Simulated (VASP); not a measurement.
Runs of VASP 6.6.1 on CsH. The structure is that of space group I4/mmm (No. 139), or close to it. The cells are those of the table. 

```csv
cell,gap on the mesh (eV),pressure (GPa)
"a = 4.512, b = 4.512, c = 4.328 Å, angles 61.3, 61.3, 57.3°, 2 atoms",(d),0.7
"a = 4.332, b = 4.332, c = 4.509 Å, angles 58.6, 58.6, 62.7°, 2 atoms",2.50,1.2
"a = 4.332, b = 4.332, c = 4.148 Å, angles 61.4, 61.4, 57.2°, 2 atoms",(a),2.6
"a = 4.692, b = 4.692, c = 4.869 Å, angles 58.7, 58.7, 62.5°, 2 atoms",2.78,(c)
"a = 4.600, b = 4.600, c = 4.689 Å, angles 59.4, 59.4, 61.3°, 2 atoms",2.73,(b)
"a = 4.692, b = 4.692, c = 4.509 Å, angles 61.3, 61.3, 57.4°, 2 atoms",2.72,-0.5
"a = 4.523, b = 4.523, c = 4.869 Å, angles 57.4, 57.4, 65.1°, 2 atoms",2.61,0.0
"a = 4.419, b = 4.419, c = 4.509 Å, angles 59.3, 59.3, 61.3°, 2 atoms",2.60,0.5
"a = 4.427, b = 4.427, c = 4.689 Å, angles 58.0, 58.0, 64.0°, 2 atoms",2.57,0.5
```

Alike in all rows: task single point; level r2SCAN; potentials or basis VASP PAW PBE potentials, release 64 (Cs_sv, H); no spin polarisation; k mesh 6 × 6 × 6; cutoff (eV) 520; smearing gaussian 0.05 eV.

Q: Fill in the values left out.

A: (a) 2.36; (b) -0.6; (c) -1.0; (d) 2.58.

Caveats: the PAW data sets were made with another functional, which shifts forces and pressure a little; spin-orbit coupling is left out, which moves the levels of the heavy elements.

A k mesh can miss the band edges, and the runs leave out spin-orbit coupling on Cs.
